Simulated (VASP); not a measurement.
Wanted: the native input for a VASP 6.6.1 run.

| Quantity | Value |
| --- | --- |
| Task | single point |
| Functional | LDA |
| Potentials or basis | VASP PAW LDA potentials, release 64 (Cu, O) |
| Cutoff | 520 eV |
| k mesh | 10 × 10 × 6 |
| Occupations | fermi-dirac, width 0.05 eV |
| Spin | no spin polarisation |
| Hubbard terms | Cu d U = 6.0 eV |
| Dipole correction | no |
| Further INCAR settings | ALGO = Normal; EDIFF = 1e-07; NBANDS = 25 |

The structure of CuO lies in POSCAR:

```
CuO
1.0
    3.1795331000      0.0000000000      0.0000000000
   -1.5897665500      2.7535564400      0.0000000000
    0.0000000000      0.0000000000      4.4314907300
Cu O
2 2
Direct
    0.0000000000      0.0000000000      0.0000000000
    0.0000000000      0.0000000000      0.5000000000
    0.3333333333      0.6666666667      0.2500000000
    0.6666666667      0.3333333333      0.7500000000
```

These files were run (other wordings do the same):

INCAR

```
PREC     = Accurate       # precision mode
ENCUT    = 520            # plane-wave cutoff, eV
EDIFF    = 1E-7           # SCF threshold, eV
ISMEAR   = -1             # smearing method
SIGMA    = 0.05           # smearing width, eV
LREAL    = False          # projectors in reciprocal space
LASPH    = True           # aspherical terms in the spheres
NELM     = 150            # most SCF steps
ALGO     = Normal         # electronic algorithm
ISIF     = 2              # what is computed and relaxed
LWAVE    = False          # write WAVECAR
LCHARG   = True           # write CHGCAR
LMAXMIX  = 4              # l up to which the mixer works
LDAU     = True           # DFT+U
LDAUTYPE = 2            
LDAUL    = 2 -1           # shell
LDAUU    = 6 0            # U, eV
LDAUJ    = 0 0          
LDAUPRINT= 1            
GGA      = CA             # functional
LELF     = True           # ELF
LVHAR    = True         
NBANDS   = 25             # bands
```

KPOINTS

```
regular mesh
0
Gamma
  10 10 6
```

Potentials or basis: VASP PAW LDA potentials, release 64 (Cu, O).

Launch:

```sh
$ cat potpaw_LDA.64/Cu/POTCAR potpaw_LDA.64/O/POTCAR > POTCAR
$ mpirun -np 1 vasp_std > vasp.out
```

It gave:

```json
{
 "Pressure": "-15.6 GPa",
 "Band gap on the k mesh": "zero (band 17 reaches 5.12 eV, above the bottom of band 18 at 3.98 eV)"
}
```

Caveat: U without spin polarisation on a metal has little footing.

It took 17 s on 1 thread of Intel(R) Xeon(R) 6975P-C (Granite Rapids), on a shared host, peak memory 0.16 GiB.
